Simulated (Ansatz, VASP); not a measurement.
## Two plane-wave programs on Re

File INCAR:

```
PREC = Accurate
ENCUT = 600
EDIFF = 1E-6
ISMEAR = 0
SIGMA = 0.1
LREAL = False
LASPH = True
NELM = 120
ALGO = Normal
ISIF = 2
LWAVE = False
LCHARG = False
GGA = PE
NBANDS = 14
GGA_COMPAT = False
```

KPOINTS

```
regular mesh
0
Gamma
  16 16 8
```

Contents of POSCAR:

```
Re
1.0
    2.7572062895      0.0000000000     -0.0553067276
   -1.3786031448      2.3961687222      0.0276533638
   -0.0894715326      0.0000000000      4.4617216519
Re
2
Direct
    0.3646505112      0.7293010324      0.2500000000
    0.6353494888      0.2706989676      0.7500000000
```

Input for Ansatz:

```yaml
crystal:
  lattice:
    - [2.7572062895, 0.0, -0.0553067276]
    - [-1.3786031448, 2.3961687222, 0.0276533638]
    - [-0.0894715326, 0.0, 4.4617216519]
  atoms:
    - { symbol: Re, position: [0.3646505112, 0.7293010324, 0.25] }
    - { symbol: Re, position: [0.6353494888, 0.2706989676, 0.75] }
basis:
  ecutwfc: 420
kpoints:
  mp_grid: { grid: [16, 16, 8] }
hamiltonian:
  xc: pbe
scf:
  occupations: { method: gaussian, width: 0.1 }
output:
  forces: true
  stress: true
  eigenvalues: true
```

Alike in both runs: task single point; functional PBE; k mesh 16 × 16 × 8; occupations gaussian, width 0.1 eV; no spin polarisation.

|  | VASP | Ansatz |
| --- | --- | --- |
| version | VASP 6.6.1 | Ansatz 0.2.0 |
| potentials or method | VASP PAW PBE potentials, release 64 (Re), cutoff 600 eV | scalar-relativistic, plane waves, PAW |
| valence electrons in the cell | 14 | 30 |

VASP gave:

- gap on the k mesh at the Fermi level (eV): none
- pressure (GPa): 9.2
- traceless stress, the component that is largest in VASP (GPa): 5.04
- rms of the force components (eV/Å): 0.795

Question: Which values does Ansatz return?

Answer: gap on the k mesh at the Fermi level (eV): none; pressure (GPa): 9.6; traceless stress, the component that is largest in VASP (GPa): 5.00; rms of the force components (eV/Å): 0.830.

Atom by atom the forces differ by 0.035 eV/Å (rms over components). A gap of «none» marks a metal or a gap that the smearing closes. VASP's potentials hold 14 valence electrons a cell and Ansatz's 30, so a difference there can come from the potentials and not from the codes.

Neither program's run includes spin-orbit coupling.
